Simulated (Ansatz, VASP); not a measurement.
**Ca in VASP and in Ansatz**

```
Ca
1.0
    -2.51444    2.51444    1.77771
     2.51444   -2.51444    1.77771
     2.51444    2.51444   -1.77771
Ca
1
Direct
  0.00000 0.00000 0.00000
```

Alike in both runs: task single point; functional PBEsol; k mesh 16 × 16 × 16; occupations gaussian, width 0.15 eV; no spin polarisation.

|  | VASP | Ansatz |
| --- | --- | --- |
| version | VASP 6.6.1 | Ansatz 0.2.0 |
| potentials or method | VASP PAW PBE potentials, release 64 (Ca_sv), cutoff 520 eV | scalar-relativistic, plane waves, PAW |
| valence electrons in the cell | 10 | 10 |

|  | VASP | Ansatz | Ansatz less VASP |
| --- | --- | --- | --- |
| gap on the k mesh at the Fermi level (eV) | none | none | - |
| pressure (GPa) | -0.9 | -0.9 | -0.02 |
| traceless stress, the component that is largest in VASP (GPa) | 4.17 | 4.17 | -0.009 |

VASP's potentials were made for PBE, not for PBEsol. A gap of «none» marks a metal or a gap that the smearing closes.
